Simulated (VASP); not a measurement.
Runs of VASP 6.6.1 on CdS. The structure is that of space group F-43m (No. 216), or close to it. The cells are those of the table. 

| cell | gap on the mesh (eV) | pressure (GPa) |
| --- | --- | --- |
| a = 4.445 Å, angles 60.0°, 2 atoms | 1.05 | (a) |
| a = 3.951 Å, angles 60.0°, 2 atoms | 1.88 | 13.5 |
| a = 4.280 Å, angles 60.0°, 2 atoms | 1.33 | -4.2 |
| a = 4.363, b = 4.363, c = 4.280 Å, angles 60.6, 60.6, 58.7°, 2 atoms | 1.20 | (b) |
| a = 4.198, b = 4.198, c = 4.115 Å, angles 60.7, 60.7, 58.7°, 2 atoms | 1.47 | -0.3 |
| a = 4.034, b = 4.034, c = 3.951 Å, angles 60.7, 60.7, 58.6°, 2 atoms | 1.74 | 9.1 |
| a = 3.869, b = 3.869, c = 3.786 Å, angles 60.7, 60.7, 58.6°, 2 atoms | 1.99 | 25.1 |
| a = 3.786 Å, angles 60.0°, 2 atoms | 2.12 | 32.7 |

Alike in all rows: task single point; level r2SCAN; potentials or basis VASP PAW PBE potentials, release 64 (Cd, S); no spin polarisation; k mesh 8 × 8 × 8; cutoff (eV) 520; smearing gaussian 0.05 eV.

**Question.** Fill in the values left out.

**Answer.** (a) -7.6; (b) -5.6.

Caveats: the PAW data sets were made with another functional, which shifts forces and pressure a little; the cell stands under pressure (at least some runs); the cell stands under tension (at least some runs).

A k mesh can miss the band edges, and the runs leave out spin-orbit coupling on Cd.
